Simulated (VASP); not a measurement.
# ReS2 in VASP: single point with LDA

Aim: the single point of ReS2 with LDA.

Program: VASP 6.6.1. These are calculated values, not measurements. Logs are shortened: lines on timing, memory, paths and dates and some standing lists are left out, and cuts for length are marked.

**1. The cell of the first run**

The cell holds a sheet with vacuum, 24 atoms: a = 6.299 Å, b = 6.402 Å, c = 23.000 Å, α = 90.00°, β = 90.00°, γ = 61.25°.

**2. Single point, LDA**

Input file INCAR:

```
  ALGO = Normal
  EDIFF = 1E-6
  ENCUT = 520
  GGA_COMPAT = F
  ISIF = 2
  ISMEAR = 0
  LASPH = T
  LCHARG = F
  LREAL = F
  LWAVE = F
  NBANDS = 94
  NELM = 120
  NELMDL = -8
  PREC = Accurate
  SIGMA = 0.01
```

Input file KPOINTS:

```
k-points
0
Gamma
  4 4 1
```

Input file POSCAR:

```
ReS2
1.0
    6.2991530409     -0.0080693685      0.0000000000
    3.0861822194      5.6088672909      0.0000000000
    0.0000000000      0.0000000000     23.0000000000
Re S
8 16
Direct
    0.1155593154      0.2397540932      0.3667710424
    0.2381072115      0.6143867879      0.3714741350
    0.6889773878      0.2127363034      0.3686371445
    0.6647096915      0.6417212958      0.3694676379
    0.6260417796      0.1894189118      0.6285258138
    0.7485897265      0.5640515311      0.6332289169
    1.1994392364      0.1620845506      0.6305323203
    1.1751715313      0.5910695197      0.6313628112
    0.8607361329      0.8314596605      0.3181372419
    0.3215384677      0.8625042944      0.3107961780
    0.0323791795      0.9910126621      0.4272402204
   -0.0083978111      0.5331771642      0.4366133330
    0.4931589719      1.0227122949      0.4199003717
    0.8217551718      0.3682150092      0.2937355568
    0.5319362135      0.4874898284      0.4443946289
    0.3612695759      0.3217737668      0.3015042772
    1.3709899380      0.7810938451      0.5800996935
    0.8317696359      0.8127936180      0.5727598791
    0.5426103621      0.9413019531      0.6892038975
    0.5028794490      0.4820324254      0.6984957130
    1.0034127311      0.9723465148      0.6818628093
    1.3322128058      0.3163166152      0.5556053175
    1.0423938981      0.4355913787      0.7062643981
    0.8725468329      0.2706290803      0.5633866618
```

Potentials or basis: VASP PAW LDA potentials, release 64 (Re, S).

On the command line:

```console
$ cat potpaw_LDA.64/Re/POTCAR potpaw_LDA.64/S/POTCAR > POTCAR
$ mpirun -np 1 vasp_std > vasp.out
```

OUTCAR:

```text
EDIFF = 1E-6
   ENCUT = 520
   ISIF = 2
   ISMEAR = 0
   LASPH = T
   LREAL = F
   NELM = 120
   NELMDL = -8
   PREC = Accurate

 ion  position               nearest neighbor table
   1  0.116  0.240  0.367-  12 2.30  14 2.34  11 2.36  16 2.39  13 2.43  10 2.48   4 2.77   3 2.77
                             2 2.85
   2  0.238  0.614  0.371-  16 2.30  15 2.34  10 2.36  12 2.39   9 2.43  11 2.48   3 2.77   4 2.78
                             1 2.85
   3  0.689  0.213  0.369-  15 2.33  14 2.34  11 2.36  16 2.40  13 2.42   9 2.44   4 2.68   2 2.77
                             1 2.77
   4  0.665  0.642  0.369-  14 2.33  15 2.33  10 2.36  12 2.39   9 2.42  13 2.43   3 2.68   1 2.77
                             2 2.78
   5  0.626  0.189  0.629-  20 2.30  22 2.34  19 2.36  24 2.39  21 2.43  18 2.48   8 2.77   7 2.78
                             6 2.85
   6  0.749  0.564  0.633-  24 2.30  23 2.34  18 2.36  20 2.39  17 2.43  19 2.48   7 2.77   8 2.77
                             5 2.85
   7  0.199  0.162  0.631-  23 2.33  22 2.33  19 2.36  24 2.39  21 2.42  17 2.43   8 2.68   6 2.77
                             5 2.78
   8  0.175  0.591  0.631-  22 2.33  23 2.34  18 2.36  20 2.40  17 2.42  21 2.44   7 2.68   5 2.77
                             6 2.77
   9  0.861  0.831  0.318-   4 2.42   2 2.43   3 2.44
  10  0.322  0.863  0.311-   2 2.36   4 2.36   1 2.48
  11  0.032  0.991  0.427-   1 2.36   3 2.36   2 2.48
  12  0.992  0.533  0.437-   1 2.30   2 2.39   4 2.39
  13  0.493  0.023  0.420-   3 2.42   1 2.43   4 2.43
  14  0.822  0.368  0.294-   4 2.33   3 2.34   1 2.34
[... 8 lines left out ...]
  23  0.042  0.436  0.706-   7 2.33   8 2.34   6 2.34
  24  0.873  0.271  0.563-   6 2.30   5 2.39   7 2.39

  LATTYP: Found a simple monoclinic cell.
 ALAT       =     6.2991582094
 B/A-ratio  =     3.6512815261
 C/A-ratio  =     1.0163053087
 COS(beta)  =    -0.4809525332

  Lattice vectors:

 A1 = (   6.2991530409,  -0.0080693685,   0.0000000000)
 A2 = (   0.0000000000,   0.0000000000,  23.0000000000)
 A3 = (  -3.0861822194,  -5.6088672909,   0.0000000000)

Analysis of symmetry for initial positions (statically):
=====================================================================
 Subroutine PRICEL returns:
 Original cell was already a primitive cell.

 Routine SETGRP: Setting up the symmetry group for a
 simple monoclinic supercell.

 Subroutine GETGRP returns: Found  2 space group operations
 (whereof  1 operations were pure point group operations)
 out of a pool of  4 trial point group operations.

The static configuration has the point symmetry C_1 .
 The point group associated with its full space group is S_2 .

Analysis of symmetry for dynamics (positions and initial velocities):
=====================================================================
 Subroutine PRICEL returns:
 Original cell was already a primitive cell.

 Routine SETGRP: Setting up the symmetry group for a
 simple monoclinic supercell.

 Subroutine GETGRP returns: Found  2 space group operations
 (whereof  1 operations were pure point group operations)
 out of a pool of  4 trial point group operations.

The dynamic configuration has the point symmetry C_1 .
 The point group associated with its full space group is S_2 .

 Subroutine INISYM returns: Found  2 space group operations
 (whereof  1 operations are pure point group operations),
 and found     1 'primitive' translations

----------------------------------------------------------------------------------------

                                     Primitive cell

  volume of cell :     813.1884

  direct lattice vectors                    reciprocal lattice vectors
     6.299153041 -0.008069369  0.000000000     0.158639682 -0.087288741  0.000000000
     3.086182219  5.608867291  0.000000000     0.000228232  0.178163537  0.000000000
     0.000000000  0.000000000 23.000000000     0.000000000  0.000000000  0.043478261

  length of vectors
     6.299158209  6.401867929 23.000000000     0.181068697  0.178163683  0.043478261

  position of ions in fractional coordinates (direct lattice)
     0.115559315  0.239754093  0.366771042
     0.238107212  0.614386788  0.371474135
     0.688977388  0.212736303  0.368637144
     0.664709692  0.641721296  0.369467638
     0.626041780  0.189418912  0.628525814
     0.748589727  0.564051531  0.633228917
[... 16 lines left out ...]
     0.042393898  0.435591379  0.706264398
     0.872546833  0.270629080  0.563386662

  ion indices of the primitive-cell ions
   primitive index   ion index
                 1           1
                 2           2
                 3           3
                 4           4
                 5           5
                 6           6
[... 16 lines left out ...]
                23          23
                24          24

----------------------------------------------------------------------------------------

 KPOINTS: k-points

Automatic generation of k-mesh.
 Grid dimensions read from file:
 generate k-points for:    4    4    1

 Generating k-lattice:

  Cartesian coordinates                     Fractional coordinates (reciprocal lattice)
     0.039659920 -0.021822185  0.000000000     0.250000000  0.000000000  0.000000000
     0.000057058  0.044540884  0.000000000    -0.000000000  0.250000000  0.000000000
     0.000000000  0.000000000  0.043478261     0.000000000  0.000000000  1.000000000

  Length of vectors
     0.045267174  0.044540921  0.043478261

  Shift w.r.t. Gamma in fractional coordinates (k-lattice)
     0.000000000  0.000000000  0.000000000

 Subroutine IBZKPT returns following result:
 ===========================================

 Found     10 irreducible k-points:

 Following reciprocal coordinates:
            Coordinates               Weight
  0.000000  0.000000  0.000000      1.000000
  0.250000 -0.000000  0.000000      2.000000
  0.500000 -0.000000  0.000000      1.000000
  0.000000  0.250000  0.000000      2.000000
  0.250000  0.250000  0.000000      2.000000
  0.500000  0.250000  0.000000      2.000000
 -0.250000  0.250000  0.000000      2.000000
  0.000000  0.500000  0.000000      1.000000
  0.250000  0.500000  0.000000      2.000000
  0.500000  0.500000  0.000000      1.000000
   k-points           NKPTS =     10   k-points in BZ     NKDIM =     10   number of bands    NBANDS=     94
   number of dos      NEDOS =    301   number of ions     NIONS =     24
   total plane-waves  NPLWV = 414720
   dimension x,y,z NGX =    48 NGY =   48 NGZ =  180
   dimension x,y,z NGXF=    96 NGYF=   96 NGZF=  360
   ions per type =               8  16
   NGX,Y,Z   is equivalent  to a cutoff of  12.67, 12.46, 13.01 a.u.
   NGXF,Y,Z  is equivalent  to a cutoff of  25.34, 24.93, 26.02 a.u.
 SYSTEM =  unknown system
   PREC   = accura    normal or accurate (medium, high low for compatibility)
   ISTART =      0    job   : 0-new  1-cont  2-samecut
   ICHARG =      2    charge: 1-file 2-atom 10-const
   ISPIN  =      1    spin polarized calculation?
   LNONCOLLINEAR =      F non collinear calculations
   LSORBIT =      F    spin-orbit coupling
   LASPH  =      T    aspherical Exc in radial PAW
   ENCUT  =  520.0 eV  38.22 Ry    6.18 a.u.  11.71 11.90 42.76*2*pi/ulx,y,z
   NELM   =    120;   NELMIN=  2; NELMDL= -8     # of ELM steps
   EDIFF  = 0.1E-05   stopping-criterion for ELM
   LREAL  =      F    real-space projection
[... 7 lines left out ...]
   TEBEG  =    0.0;   TEEND  =   0.0 temperature during run
   PSTRESS=    0.0 pullay stress
   NELECT =     152.0000    total number of electrons
   NUPDOWN=      -1.0000    fix difference up-down
   EMIN   =  10.00;   EMAX   =-10.00  energy-range for DOS
   EFERMI =   0.00;   METHOD = LEGACY
   ISMEAR =     0;   SIGMA  =   0.01  broadening in eV -4-tet -1-fermi 0-gaus
   EFERMI_NEDOS =   21; number of points for ismear=-14 and -15
   IALGO  =     38    algorithm
   IMIX   =      4    mixing-type and parameters
     AMIX     =   0.40;   BMIX     =  1.00
     AMIX_MAG =   1.60;   BMIX_MAG =  1.00
  volume/ion in A,a.u.               =      33.88       228.65
  Fermi-wavevector in a.u.,A,eV,Ry     =   0.936035  1.768851 11.920913  0.876162
  Thomas-Fermi vector in A             =   2.063004
   LORBIT       =      0    0 simple, 1 ext, 2 COOP (PROOUT), +10 PAW based schemes
   GGA     = CA    functional components
   LHFCALC =     F    Hartree Fock is set to
   AEXX    =    0.0000 exact exchange contribution
   IVDW    =     0    specifies the selected vdW correction
   LEPSILON=     F    determine dielectric tensor
   LRPA    =     F    only Hartree local field effects (RPA)
 non-spin polarized calculation
 Gauss-broadening in eV      SIGMA  =   0.01
  energy-cutoff  :      520.00
  volume of cell :      813.19
 maximum number of plane-waves:     21920
 NGX is ok and might be reduce to    48
   NGX = 23   NGY = 23   NGZ = 85

 number of electron     152.0000001 magnetization

 Free energy of the ion-electron system (eV)
  ---------------------------------------------------
  ext. energy  EPLUGINS =         0.00000000
  ---------------------------------------------------
  free energy    TOTEN  =      -200.01341975 eV

  energy without entropy =     -200.01341975  energy(sigma->0) =     -200.01341975

 E-fermi :   0.2124     XC(G=0):  -6.2104

 val. band max:        0.1193426829   @ k =   0.0000   0.0000   0.0000
 cond. band min:       1.4132710903   @ k =   0.0000   0.0000   0.0000
 fundamental gap:      1.2939284074
 Fermi energy:         0.2123622385

 k-point     1 :       0.0000    0.0000    0.0000
  band No.  band energies     occupation
      1     -14.9840      2.00000
      2     -14.8733      2.00000
      3     -13.5212      2.00000
      4     -13.3461      2.00000
      5     -13.0487      2.00000
      6     -13.0150      2.00000
[... 80 lines left out ...]
     87       2.6049      0.00000
     88       2.7151      0.00000

 k-point     2 :       0.2500   -0.0000    0.0000
  band No.  band energies     occupation
      1     -14.7176      2.00000
      2     -14.6053      2.00000
      3     -13.4390      2.00000
      4     -13.2996      2.00000
      5     -13.2594      2.00000
      6     -13.1836      2.00000
[... 717 lines left out ...]
     87       2.5579      0.00000
     88       2.6555      0.00000

 k-point    10 :       0.5000    0.5000    0.0000
  band No.  band energies     occupation
      1     -14.0125      2.00000
      2     -14.0047      2.00000
      3     -13.8664      2.00000
      4     -13.8236      2.00000
      5     -13.2410      2.00000
      6     -13.2361      2.00000
[... 80 lines left out ...]
     87       2.5367      0.00000
     88       2.5463      0.00000
 [bands above 88 left out]

------------------------ aborting loop because EDIFF is reached ----------------------------------------

  FORCE on cell =-STRESS in cart. coord.  units (eV):
  Direction    XX          YY          ZZ          XY          YZ          ZX
  --------------------------------------------------------------------------------------
  -------------------------------------------------------------------------------------
  Total        2.7150329      2.7242096      2.5006317     -0.0432206     -0.1284096     -0.0096238
  in kB        5.3492700      5.3673501      4.9268477     -0.0851550     -0.2529979     -0.0189612
  external PRESSURE =       5.2144893 kB  Pullay stress =       0.0000000 kB

 VOLUME and BASIS-vectors are now :
 -----------------------------------------------------------------------------
  energy-cutoff  :      520.00
  volume of cell :      813.19
      direct lattice vectors                 reciprocal lattice vectors
     6.299153041 -0.008069369  0.000000000     0.158639682 -0.087288741  0.000000000
     3.086182219  5.608867291  0.000000000     0.000228232  0.178163537  0.000000000
     0.000000000  0.000000000 23.000000000     0.000000000  0.000000000  0.043478261

 POSITION                                       TOTAL-FORCE (eV/Angst)
 -----------------------------------------------------------------------------------
      1.46785      1.34382      8.43573         0.021754     -0.023779     -0.014131
      3.39598      3.44409      8.54391        -0.021230      0.021867      0.013982
      4.99652      1.18765      8.47865        -0.013006     -0.042394     -0.007089
      6.16758      3.59397      8.49776         0.014934      0.044513      0.005760
      4.52811      1.05737     14.45609         0.021230     -0.021867     -0.013982
      6.45625      3.15765     14.56427        -0.021754      0.023779      0.014131
[... 16 lines left out ...]
      1.61136      2.44283     16.24408        -0.002277      0.000272      0.165637
      6.33152      1.51088     12.95789         0.001628     -0.040878     -0.125881
 -----------------------------------------------------------------------------------
    total drift:                               -0.005839     -0.009924     -0.002091

  FREE ENERGIE OF THE ION-ELECTRON SYSTEM (eV)
  ---------------------------------------------------
  free  energy   TOTEN  =      -200.0134197479 eV

  energy  without entropy=     -200.0134197479  energy(sigma->0) =     -200.01341975
```

Run time: 30 min. Hardware: 1 thread of AMD EPYC 9R45 (Zen 5), shared host; peak memory 0.86 GiB.

What came out:

- Free energy: -200.0134 eV
- Largest force: 0.166 eV/Å
- Band gap on the k mesh: 1.29 eV

Forces in eV/Å, atoms in the order of the input:
```
Re   0.022 -0.024 -0.014
Re  -0.021  0.022  0.014
Re  -0.013 -0.042 -0.007
Re   0.015  0.045  0.006
Re   0.021 -0.022 -0.014
Re  -0.022  0.024  0.014
Re  -0.015 -0.045 -0.006
Re   0.013  0.042  0.007
S    0.007  0.011 -0.070
S   -0.006  0.047 -0.089
S    0.004 -0.043  0.096
S   -0.002  0.041  0.126
S   -0.007 -0.008  0.075
S    0.002  0.000 -0.166
S   -0.003  0.003  0.159
S   -0.002 -0.034 -0.128
S    0.007  0.008 -0.075
S   -0.004  0.043 -0.096
S    0.006 -0.047  0.089
S    0.002  0.034  0.128
S   -0.007 -0.011  0.070
S    0.003 -0.003 -0.159
S   -0.002  0.000  0.166
S    0.002 -0.041 -0.126
```

Caveat: spin-orbit coupling is left out, which moves the levels of the heavy elements.
